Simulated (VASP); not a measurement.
A run of VASP 6.6.1:

Contents of INCAR:

```
PREC     = Accurate       # precision mode
ENCUT    = 520            # plane-wave cutoff, eV
EDIFF    = 1E-6           # SCF threshold, eV
ISMEAR   = -1             # smearing method
SIGMA    = 0.1            # smearing width, eV
LREAL    = F              # projectors in reciprocal space
LASPH    = T              # aspherical terms in the spheres
NELM     = 80             # most SCF steps
ALGO     = Normal         # electronic algorithm
ISIF     = 2              # what is computed and relaxed
LWAVE    = F              # write WAVECAR
LCHARG   = F              # write CHGCAR
GGA      = CA             # functional
NBANDS   = 34             # bands
```

File KPOINTS:

```
Automatic mesh
0
Gamma
  5 5 5
```

Contents of POSCAR:

```
Tl3Ge
1.0
    4.8185230000      0.0000000000      0.0000000000
    0.0000000000      4.8185230000      0.0000000000
    0.0000000000      0.0000000000      4.8185230000
Tl Ge
3 1
Direct
    0.0000000000      0.5000000000      0.5000000000
    0.5000000000      0.0000000000      0.5000000000
    0.5000000000      0.5000000000      0.0000000000
    0.0000000000      0.0000000000      0.0000000000
```

Potentials or basis: VASP PAW LDA potentials, release 64 (Tl_d, Ge_d).

Command:

```console
$ cat potpaw_LDA.64/Tl_d/POTCAR potpaw_LDA.64/Ge_d/POTCAR > POTCAR
$ mpirun -np 1 vasp_std > vasp.out
```

Hardware: 1 thread of Intel(R) Xeon(R) Platinum 8488C (Sapphire Rapids), on a shared host.

Problem. How long does it take, and how much memory?

Solution. Run time: 25 s on 1 thread of Intel(R) Xeon(R) Platinum 8488C (Sapphire Rapids), with other jobs on the host, peak memory 0.18 GiB. Counts: scf iterations 11, k points 10.
